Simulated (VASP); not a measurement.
Here is a VASP 6.6.1 calculation.

File INCAR:

```
SYSTEM = LiH
PREC = Accurate ; ENCUT = 520
EDIFF = 1E-6 ; ISMEAR = 0
SIGMA = 0.05 ; LREAL = .FALSE.
LASPH = .TRUE. ; NELM = 80
ALGO = Normal ; ISIF = 2
LWAVE = .FALSE. ; LCHARG = .FALSE.
NBANDS = 9
```

File KPOINTS:

```
Automatic mesh
0
G
  10 10 10
  0 0 0
```

The input POSCAR:

```
LiH
1.0
    0.0000000000      2.0528250000      2.0325000000
    2.0325000000      0.0000000000      2.0325000000
    2.0325000000      2.0528250000      0.0000000000
Li H
1 1
Direct
    0.0000000000      0.0000000000      0.0000000000
    0.5000000000      0.5000000000      0.5000000000
```

Potentials or basis: VASP PAW LDA potentials, release 64 (Li_sv, H).

The run is started by

```bash
$ cat potpaw_LDA.64/Li_sv/POTCAR potpaw_LDA.64/H/POTCAR > POTCAR
$ mpirun -np 1 vasp_std > vasp.out
```

(1) Predict the band gap on the k mesh.

Results:

(1) 2.54 eV, indirect (least direct gap 2.62 eV).

Caveat: the cell differs from its parent crystal (strain +0.0100 x Voigt [0, 1, 0, 0, 0, 0]).
